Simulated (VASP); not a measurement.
Set up this calculation in VASP 6.6.1, as the native input.

| Quantity | Value |
| --- | --- |
| Task | single point |
| Functional | PBEsol |
| Potentials or basis | VASP PAW PBE potentials, release 64 (Y_sv) |
| Cutoff | 520 eV |
| k mesh | 18 × 18 × 8 |
| Occupations | gaussian, width 0.15 eV |
| Spin | no spin polarisation |
| Dipole correction | no |
| Further INCAR settings | ALGO = Fast; EDIFF = 1e-06; NBANDS = 18 |

The structure of Y lies in POSCAR:

```
Y
1.0
    3.4689242752      0.0000000000      0.0000000000
   -1.7344621376      3.0041765462      0.0000000000
    0.0000000000      0.0000000000      5.4600300000
Y
2
Direct
    0.3333333333      0.6666666667      0.2500000000
    0.6666666667      0.3333333333      0.7500000000
```

This cell differs from its parent crystal: strain -0.050 along x and y, -0.050 along z.

One way to write it, as run:

INCAR

```
SYSTEM = Y
PREC     = Accurate       ! precision mode
ENCUT    = 520            ! plane-wave cutoff, eV
EDIFF    = 1E-6           ! SCF threshold, eV
ISMEAR   = 0              ! smearing method
SIGMA    = 0.15           ! smearing width, eV
LREAL    = .False.        ! projectors in reciprocal space
LASPH    = .True.         ! aspherical terms in the spheres
NELM     = 60             ! most SCF steps
ALGO     = Fast           ! electronic algorithm
ISIF     = 2              ! what is computed and relaxed
LWAVE    = .False.        ! write WAVECAR
LCHARG   = .False.        ! write CHGCAR
GGA      = PS             ! functional
NBANDS   = 18             ! bands
```

KPOINTS

```
regular mesh
0
Gamma
  18 18 8
  0 0 0
```

Potentials or basis: VASP PAW PBE potentials, release 64 (Y_sv).

Command:

```console
$ cat potpaw_PBE.64/Y_sv/POTCAR > POTCAR
$ mpirun -np 1 vasp_std > vasp.out
```

It gave:

The pressure is 4.4 GPa and the band gap on the k mesh is zero (bands 11 and 12 overlap by 1.82 eV).

Caveat: the cell differs from its parent crystal (strain -0.050 along x and y, -0.050 along z); the cell stands under pressure; the PAW data sets were made with another functional, which shifts forces and pressure a little.

Wall time 5.7 min on 1 thread of Oxide Virtual Turin-like Processor, with other jobs on the host, peak memory 0.29 GiB.
